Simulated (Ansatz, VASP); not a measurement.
## Two plane-wave programs on ZrO2

```
Zr O
1.0
     0.00000    2.53212    2.53212
     2.53212    0.00000    2.53212
     2.53212    2.53212    0.00000
Zr O
1 2
Cartesian
  0.0000 0.0000 0.0000
  1.2661 1.2661 1.2661
  3.7982 3.7982 3.7982
```

Alike in both runs: functional PBEsol; k mesh 8 × 8 × 8; occupations gaussian, width 0.02 eV; no spin polarisation.

Ansatz relaxed the structure, and its values are those at the end. VASP's run is a single point on that final structure, the one shown.

```csv
,VASP,Ansatz
version,VASP 6.6.1,Ansatz 0.2.0
potentials or method,"VASP PAW PBE potentials, release 64 (Zr_sv, O), cutoff 600 eV","scalar-relativistic, plane waves, PAW"
valence electrons in the cell,24,24
```

VASP gave:

```
gap on the k mesh at the Fermi level (eV) : 3.32
least direct gap on the mesh (eV)         : 3.76
pressure (GPa)                            : 0.2
```

What did Ansatz give for the same quantities?

gap on the k mesh at the Fermi level (eV): 3.33; least direct gap on the mesh (eV): 3.76; pressure (GPa): 0.0.

VASP's potentials were made for PBE, not for PBEsol, and Ansatz warns of the same on its side.
